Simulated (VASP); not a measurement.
Ga, 4 atoms in the cell. The structure is orthorhombic, space group Cmce (No. 64). Conventional cell: a = 4.464 Å, b = 7.586 Å, c = 4.535 Å, α = 90.00°, β = 90.00°, γ = 90.00°. Within 3.3 Å of Ga (site symmetry m) lie 7 Ga at 2.49 to 2.76 Å. 

| Quantity | Value |
| --- | --- |
| Program | VASP 6.6.1 |
| Task | single point |
| Functional | r2SCAN |
| Potentials or basis | VASP PAW PBE potentials, release 64 (Ga_d) |
| Cutoff | 520 eV |
| k mesh | 8 × 8 × 7 |
| Occupations | methfessel-paxton, width 0.03 eV |
| Spin | no spin polarisation |
| Dipole correction | no |
| Further INCAR settings | ALGO = Normal; EDIFF = 1e-06; NBANDS = 34 |

Potentials or basis: VASP PAW PBE potentials, release 64 (Ga_d).

The run is started by

```sh
$ cat potpaw_PBE.64/Ga_d/POTCAR > POTCAR
$ cp INCAR.step1 INCAR
$ mpirun -np 1 vasp_std > vasp.out
$ cp INCAR.step2 INCAR
$ mpirun -np 1 vasp_std > vasp.out
```

Hardware: 1 thread of Oxide Virtual Turin-like Processor, on a shared host.

**Question.** How long does it take, and how much memory?

**Answer.** Run time: 23 min on 1 thread of Oxide Virtual Turin-like Processor, on a shared host, peak memory 0.27 GiB. Counts: k points 84.
